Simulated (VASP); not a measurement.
YF3, 16 atoms in the cell. The structure is orthorhombic, space group Pnma (No. 62). Conventional cell: a = 6.281 Å, b = 6.710 Å, c = 4.220 Å, α = 90.00°, β = 90.00°, γ = 90.00°. Within 3.0 Å of Y (site symmetry m) lie 9 F at 2.24 to 2.37 Å. F (site symmetry m) has 3 Y at 2.25 to 2.37 Å and 10 F at 2.52 to 2.88 Å within 3.0 Å. F (site symmetry 1) has 3 Y at 2.24 to 2.26 Å and 9 F at 2.46 to 2.88 Å within 3.0 Å.  This cell differs from its parent crystal: volume scaled by 0.94, then relaxed in part.

```yaml
Program: VASP 6.6.1
Task: single point
Functional: PBEsol
Potentials_or_basis: VASP PAW PBE potentials, release 64 (Y_sv, F)
Cutoff: 520 eV
k_mesh: 4 × 4 × 6
Occupations: gaussian, width 0.02 eV
Spin: no spin polarisation
Dipole_correction: no
Further_INCAR_settings: LREAL = Auto; ALGO = Normal; EDIFF = 1e-06; NBANDS = 78
```

Potentials or basis: VASP PAW PBE potentials, release 64 (Y_sv, F).

Command:

```bash
$ cat potpaw_PBE.64/Y_sv/POTCAR potpaw_PBE.64/F/POTCAR > POTCAR
$ mpirun -np 1 vasp_std > vasp.out
```

Hardware: 1 thread of Oxide Virtual Turin-like Processor, with other jobs on the host.

Question: How long does it take, and how much memory?

Answer: It took 19 min on 1 thread of Oxide Virtual Turin-like Processor, with other jobs on the host, peak memory 0.43 GiB. Counts: scf iterations 16, k points 36.
